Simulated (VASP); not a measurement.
# Ge2Sb2Te5 in VASP: settings compared, part 3 of 3

VASP 6.6.1. The steps go on from the part before.

## 5. Relaxation of cell and atoms, PBEsol

Contents of INCAR:

```
ALGO     = Normal         # electronic algorithm
EDIFF    = 1E-7           # SCF threshold, eV
EDIFFG   = -0.01          # ionic threshold
ENCUT    = 600            # plane-wave cutoff, eV
GGA      = PS             # functional
IBRION   = 2              # ionic algorithm
ISIF     = 3              # what is computed and relaxed
ISMEAR   = -1             # smearing method
LASPH    = True           # aspherical terms in the spheres
LCHARG   = False          # write CHGCAR
LREAL    = False          # projectors in reciprocal space
LWAVE    = False          # write WAVECAR
NELM     = 100            # most SCF steps
NSW      = 60             # ionic steps
PREC     = Accurate       # precision mode
SIGMA    = 0.05           # smearing width, eV
```

Contents of KPOINTS:

```
k-points
0
Gamma
  5 5 2
```

Contents of POSCAR:

```
Ge2Sb2Te5
1.0
    4.2940644248      0.0000000000      0.0000000000
   -2.1470322124      3.7187688774      0.0000000000
    0.0000000000      0.0000000000     17.1013460000
Te Sb Ge
5 2 2
Direct
    0.6666666667      0.3333333333      0.4198920000
    0.3333333333      0.6666666667      0.5801080000
    0.3333333333      0.6666666667      0.2015420000
    0.6666666667      0.3333333333      0.7984580000
    0.0000000000      0.0000000000      0.0000000000
    0.0000000000      0.0000000000      0.3200680000
    0.0000000000      0.0000000000      0.6799320000
    0.6666666667      0.3333333333      0.1028950000
    0.3333333333      0.6666666667      0.8971050000
```

Potentials or basis: VASP PAW PBE potentials, release 64 (Te, Sb, Ge_d).

Started as:

```sh
cat potpaw_PBE.64/Te/POTCAR potpaw_PBE.64/Sb/POTCAR potpaw_PBE.64/Ge_d/POTCAR > POTCAR
mpirun -np 1 vasp_std > vasp.out
```

OUTCAR:

```text
EDIFF = 1E-7
   EDIFFG = -0.01
   ENCUT = 600
   GGA = PS
   IBRION = 2
   ISIF = 3
   ISMEAR = -1
   LASPH = True
   LREAL = False
   NELM = 100
   NSW = 60
   PREC = Accurate

 ion  position               nearest neighbor table
   1  0.667  0.333  0.420-   6 3.01   6 3.01   6 3.01
   2  0.333  0.667  0.580-   7 3.01   7 3.01   7 3.01
   3  0.333  0.667  0.202-   8 3.00   8 3.00   8 3.00   6 3.20   6 3.20   6 3.20
   4  0.667  0.333  0.798-   9 3.00   9 3.00   9 3.00   7 3.20   7 3.20   7 3.20
   5  0.000  0.000  0.000-   8 3.04   9 3.04   8 3.04   9 3.04   8 3.04   9 3.04
   6  0.000  0.000  0.320-   1 3.01   1 3.01   1 3.01   3 3.20   3 3.20   3 3.20
   7  0.000  0.000  0.680-   2 3.01   2 3.01   2 3.01   4 3.20   4 3.20   4 3.20
   8  0.667  0.333  0.103-   3 3.00   3 3.00   3 3.00   5 3.04   5 3.04   5 3.04
   9  0.333  0.667  0.897-   4 3.00   4 3.00   4 3.00   5 3.04   5 3.04   5 3.04

  LATTYP: Found a hexagonal cell.
 ALAT       =     4.2940644248
 C/A-ratio  =     3.9825545936

  Lattice vectors:

 A1 = (   4.2940644248,   0.0000000000,   0.0000000000)
 A2 = (  -2.1470322124,   3.7187688774,   0.0000000000)
 A3 = (   0.0000000000,   0.0000000000,  17.1013460000)

Analysis of symmetry for initial positions (statically):
=====================================================================
 Subroutine PRICEL returns:
 Original cell was already a primitive cell.

[... 173 lines left out ...]
  FORCE on cell =-STRESS in cart. coord.  units (eV):
  Direction    XX          YY          ZZ          XY          YZ          ZX
  --------------------------------------------------------------------------------------
  -------------------------------------------------------------------------------------
  Total       -3.8257491     -3.8257491     -3.6920170      0.0000000      0.0000000      0.0000000
  in kB      -22.4454869    -22.4454869    -21.6608868      0.0000000      0.0000000      0.0000000
  external PRESSURE =     -22.1839535 kB  Pullay stress =       0.0000000 kB
[... 110 lines left out ...]
  FREE ENERGIE OF THE ION-ELECTRON SYSTEM (eV)
  ---------------------------------------------------
  free  energy   TOTEN  =       -37.6156417518 eV

  energy  without entropy=      -37.6122169803  energy(sigma->0) =      -37.61392937

[... ionic steps 4 to 16 ...]

--------------------------------------- Ionic step       17  -------------------------------------------

 number of electron      68.0000007 magnetization

------------------------ aborting loop because EDIFF is reached ----------------------------------------
[... 81 lines left out ...]
--------------------------------------- Ionic step       19  -------------------------------------------

 number of electron      68.0000008 magnetization

 Free energy of the ion-electron system (eV)
  ---------------------------------------------------
  ext. energy  EPLUGINS =         0.00000000
  ---------------------------------------------------
  free energy    TOTEN  =       -37.63512869 eV

  energy without entropy =      -37.63265989  energy(sigma->0) =      -37.63389429

 E-fermi :   6.6928     XC(G=0):  -9.7441

 val. band max:        6.6067482287   @ k =   0.0000   0.0000   0.0000
 cond. band min:       6.8341236153   @ k =   0.0000   0.0000   0.0000
 fundamental gap:      0.2273753866
 Fermi energy:         6.6928236107

 k-point     1 :       0.0000    0.0000    0.0000
  band No.  band energies     occupation
      1     -18.2927      2.00000
      2     -18.2927      2.00000
      3     -18.2917      2.00000
      4     -18.2917      2.00000
      5     -18.2848      2.00000
      6     -18.2848      2.00000
[... 455 lines left out ...]
  FREE ENERGIE OF THE ION-ELECTRON SYSTEM (eV)
  ---------------------------------------------------
  free  energy   TOTEN  =       -37.6351286937 eV

  energy  without entropy=      -37.6326598871  energy(sigma->0) =      -37.63389429

 reached required accuracy - stopping structural energy minimisation
```

OSZICAR:

```text
N       E                     dE             d eps       ncg     rms          rms(c)
DAV:   1     0.651449935933E+03    0.65145E+03   -0.29894E+04   968   0.246E+03
DAV:   2     0.749971871993E+02   -0.57645E+03   -0.56102E+03   832   0.672E+02
DAV:   3    -0.298054594404E+02   -0.10480E+03   -0.10209E+03   952   0.172E+02
[... 220 lines left out ...]
DAV:   3    -0.376351316084E+02    0.54313E-05   -0.16134E-05  1136   0.274E-02    0.139E-02
DAV:   4    -0.376351298859E+02    0.17225E-05   -0.61770E-06   992   0.128E-02    0.675E-03
DAV:   5    -0.376351288033E+02    0.10826E-05   -0.48179E-06   984   0.112E-02    0.445E-03
DAV:   6    -0.376351286894E+02    0.11392E-06   -0.10957E-06   880   0.524E-03    0.259E-03
DAV:   7    -0.376351286937E+02   -0.42573E-08   -0.15469E-07   544   0.204E-03
  19 F= -.37635129E+02 E0= -.37633894E+02  d E =-.343723E-04
```

It took 36 min on 1 thread of Intel Xeon Platinum 8488C (Sapphire Rapids), shared host; peak memory 0.57 GiB.

Results:

- Free energy: -37.6351 eV
- Relaxed volume: 29.14 Å³/atom
- Relaxed cell: a = 4.219 Å, b = 4.219 Å, c = 17.011 Å, α = 90.00°, β = 90.00°, γ = 120.00°
- Space group after relaxing (to 0.1 Å): P-3m1 (No. 164)
- Energy gained by relaxing: 11.5 meV/atom
- Ionic steps: 19
- Pressure after relaxing: 0.0 GPa
- Largest force after relaxing: 0.010 eV/Å
- Band gap on the k mesh: 0.23 eV

Forces on the atoms (eV/Å):
```
Te   0.000  0.000 -0.003
Te   0.000  0.000  0.003
Te   0.000  0.000  0.003
Te   0.000  0.000 -0.003
Te   0.000  0.000  0.000
Sb   0.000  0.000 -0.001
Sb   0.000  0.000  0.001
Ge   0.000  0.000 -0.010
Ge   0.000  0.000  0.010
```

The path:
```csv
step,energy change (eV),largest force (eV/Å),pressure (GPa),volume (Å³)
1,0.0000,0.1683,-2.22,273.09
2,-0.0674,0.2730,1.10,256.81
3,-0.0838,0.1937,0.00,261.62
4,-0.0891,0.1064,0.01,261.17
5,-0.0920,0.1036,0.02,260.47
6,-0.0942,0.0743,0.01,260.50
7,-0.0974,0.0623,-0.02,260.61
8,-0.0975,0.0632,-0.02,260.62
9,-0.0986,0.0429,0.06,260.37
10,-0.0991,0.0457,0.19,260.04
11,-0.0995,0.0465,0.17,260.26
12,-0.1004,0.0639,0.05,260.94
13,-0.1002,0.0987,-0.17,262.31
14,-0.1006,0.0793,-0.05,261.54
15,-0.1011,0.0703,-0.04,261.60
16,-0.1023,0.0435,-0.03,261.80
17,-0.1033,0.0108,0.00,262.19
18,-0.1033,0.0135,0.00,262.21
19,-0.1033,0.0098,0.00,262.28
```

Final structure:
```
Te Sb Ge
1.0
     4.21937    0.00000    0.00000
    -2.10968    3.65408    0.00000
     0.00000    0.00000   17.01147
Te Sb Ge
5 2 2
Direct
  0.66667 0.33333 0.41593
  0.33333 0.66667 0.58407
  0.33333 0.66667 0.19682
  0.66667 0.33333 0.80318
  0.00000 0.00000 0.00000
  0.00000 0.00000 0.31516
  0.00000 0.00000 0.68484
  0.66667 0.33333 0.10031
  0.33333 0.66667 0.89969
```

Levels at points of the mesh, in eV from the valence-band top:
| k point | band 32 | band 33 | band 34 | band 35 | band 36 | band 37 |
| --- | --- | --- | --- | --- | --- | --- |
| (0.00, 0.00, 0.00) | -1.08 | -0.82 | 0.00 | 0.23 | 0.23 | 0.29 |
| (0.00, 0.00, 0.50) | -1.39 | -0.67 | -0.14 | 0.40 | 0.40 | 0.51 |

Caveat: the PAW data sets were made with another functional, which shifts forces and pressure a little; spin-orbit coupling is left out, which moves the levels of the heavy elements; an odd mesh through Γ misses points on the zone boundary, where band edges can lie; this functional lacks dispersion, which binds the layers, so the pressure and a relaxed spacing across them are unreliable.

## 6. Single point, BLYP+D4

This run uses another cell than the first one, of 31.06 Å³/atom.

Contents of INCAR:

```
AGGAC    = 1.0          
AGGAX    = 1.0          
ALDAC    = 0.0          
ALDAX    = 1.0          
ALGO     = Normal         # electronic algorithm
EDIFF    = 1E-6           # SCF threshold, eV
ENCUT    = 520            # plane-wave cutoff, eV
GGA      = B5             # functional
ISIF     = 2              # what is computed and relaxed
ISMEAR   = -1             # smearing method
IVDW     = 13             # dispersion correction
LASPH    = True           # aspherical terms in the spheres
LCHARG   = True           # write CHGCAR
LELF     = True           # ELF
LREAL    = False          # projectors in reciprocal space
LVHAR    = True         
LWAVE    = False          # write WAVECAR
NBANDS   = 44             # bands
NELM     = 80             # most SCF steps
PREC     = Accurate       # precision mode
SIGMA    = 0.05           # smearing width, eV
VDW_A1   = 0.44488865   
VDW_A2   = 4.0933009    
VDW_S6   = 1.0          
VDW_S8   = 2.34076671
```

Contents of KPOINTS:

```
k-points
0
Gamma
  7 7 2
```

Contents of POSCAR:

```
Ge2Sb2Te5
1.0
    4.3379112489      0.0000000000      0.0000000000
   -2.1689556244      3.7567413409      0.0000000000
    0.0000000000      0.0000000000     17.1538234581
Te Sb Ge
5 2 2
Direct
    0.6666666667      0.3333333333      0.4223646481
    0.3333333333      0.6666666667      0.5776353519
    0.3333333333      0.6666666667      0.2077389611
    0.6666666667      0.3333333333      0.7922610389
    0.0000000000      0.0000000000      0.0000000000
    0.0000000000      0.0000000000      0.3236351164
    0.0000000000      0.0000000000      0.6763648836
    0.6666666667      0.3333333333      0.1048170112
    0.3333333333      0.6666666667      0.8951829888
```

Potentials or basis: VASP PAW PBE potentials, release 64 (Te, Sb, Ge_d).

Started as:

```sh
cat potpaw_PBE.64/Te/POTCAR potpaw_PBE.64/Sb/POTCAR potpaw_PBE.64/Ge_d/POTCAR > POTCAR
mpirun -np 1 vasp_std > vasp.out
```

It took 6.8 min on 1 thread of Intel Xeon Platinum 8375C at 2.90GHz (Ice Lake), shared host; peak memory 0.44 GiB.

It converged, with:

```
Free energy                : -35.6883 eV
Pressure                   : 0.2 GPa
Largest force              : 0.045 eV/Å
Band gap on the k mesh     : 0.30 eV
Dispersion energy per atom : -0.866 eV
```

Forces in eV/Å, atoms in the order of the input:
```
Te   0.000  0.000  0.045
Te   0.000  0.000 -0.045
Te   0.000  0.000 -0.007
Te   0.000  0.000  0.007
Te   0.000  0.000  0.000
Sb   0.000  0.000 -0.040
Sb   0.000  0.000  0.040
Ge   0.000  0.000 -0.006
Ge   0.000  0.000  0.006
```

Levels at points of the mesh, in eV from the valence-band top:
| k point | band 31 | band 32 | band 33 | band 34 | band 35 | band 36 | band 37 | band 38 |
| --- | --- | --- | --- | --- | --- | --- | --- | --- |
| (0.00, 0.00, 0.00) | -1.18 | -1.18 | -0.84 | 0.00 | 0.30 | 0.30 | 0.35 | 0.95 |
| (0.00, 0.00, 0.50) | -1.26 | -1.26 | -0.71 | -0.14 | 0.55 | 0.55 | 0.57 | 0.57 |

Caveat: the PAW data sets were made with another functional, which shifts forces and pressure a little; spin-orbit coupling is left out, which moves the levels of the heavy elements; an odd mesh through Γ misses points on the zone boundary, where band edges can lie.

## 7. Summary

| task | level | cell | k mesh | cutoff (eV) | gap on the mesh (eV) | pressure (GPa) | largest force (eV/Å) |
| --- | --- | --- | --- | --- | --- | --- | --- |
| single point | RPBE | a = 4.294, b = 4.294, c = 17.101 Å, angles 90.0, 90.0, 120.0°, 9 atoms, atomic positions A | 7 × 7 × 2 | 520 | 0.26 | 1.5 | 0.09 |
| single point | PBE | a = 4.294, b = 4.331, c = 17.101 Å, angles 90.0, 90.0, 120.9°, 9 atoms, atomic positions A | 5 × 5 × 2 | 500 | 0.17 | 0.3 | 0.11 |
| single point | PBEsol | a = 4.218, b = 4.218, c = 17.004 Å, angles 90.0, 90.0, 120.0°, 9 atoms, atomic positions B | 5 × 5 × 2 | 520 | 0.23 | 0.1 | 0.03 |
| relaxation of cell and atoms | PBEsol | relaxed from a = 4.294, b = 4.294, c = 17.101 Å, angles 90.0, 90.0, 120.0°, 9 atoms, atomic positions A | 5 × 5 × 2 | 600 | 0.23 | 0.0 | 0.01 |
| single point | BLYP+D4 | a = 4.338, b = 4.338, c = 17.154 Å, angles 90.0, 90.0, 120.0°, 9 atoms, atomic positions C | 7 × 7 × 2 | 520 | 0.30 | 0.2 | 0.04 |

Alike in all rows: potentials or basis VASP PAW PBE potentials, release 64 (Te, Sb, Ge_d); no spin polarisation; smearing fermi-dirac 0.05 eV.

Caveats: spin-orbit coupling is left out, which moves the levels of the heavy elements; an odd mesh through Γ misses points on the zone boundary, where band edges can lie; the PAW data sets were made with another functional, which shifts forces and pressure a little (at least some runs); this functional lacks dispersion, which binds the layers, so the pressure and a relaxed spacing across them are unreliable (at least some runs).

Total energies depend on the potentials used, so only differences within one code and one set of settings carry meaning.
